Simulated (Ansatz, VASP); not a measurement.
## One calculation of Pt, two programs

```
CELL_PARAMETERS angstrom
0.00000 1.96134 1.96134
1.96134 0.00000 1.96134
1.96134 1.96134 0.00000
ATOMIC_POSITIONS crystal
Pt 0.00000 0.00000 0.00000
```

Alike in both runs: task relaxation of cell and atoms; functional PBEsol; k mesh 19 × 19 × 19; occupations fermi-dirac, width 0.1 eV; no spin polarisation.

|  | VASP | Ansatz |
| --- | --- | --- |
| version | VASP 6.6.1 | Ansatz 0.2.0 |
| potentials or method | VASP PAW PBE potentials, release 64 (Pt) | PAW with Ansatz's default frozen-core files, scalar-relativistic |
| plane-wave cutoff (eV) | 600 | 420 |
| valence electrons in the cell | 10 | 18 |

VASP gave:

```
relaxed volume (Å³/atom)                                        : 15.04
relaxed length of the cell vector where the two differ most in proportion (Å) : 2.771
```

Task: Which values does Ansatz return?

Result: Relaxed volume (Å³/atom): 15.06; relaxed length of the cell vector where the two differ most in proportion (Å): 2.772.

VASP's potentials were made for PBE, not for PBEsol. VASP's potentials hold 10 valence electrons a cell and Ansatz's 18, so a difference there can come from the potentials and not from the codes.

Neither program's run includes spin-orbit coupling.
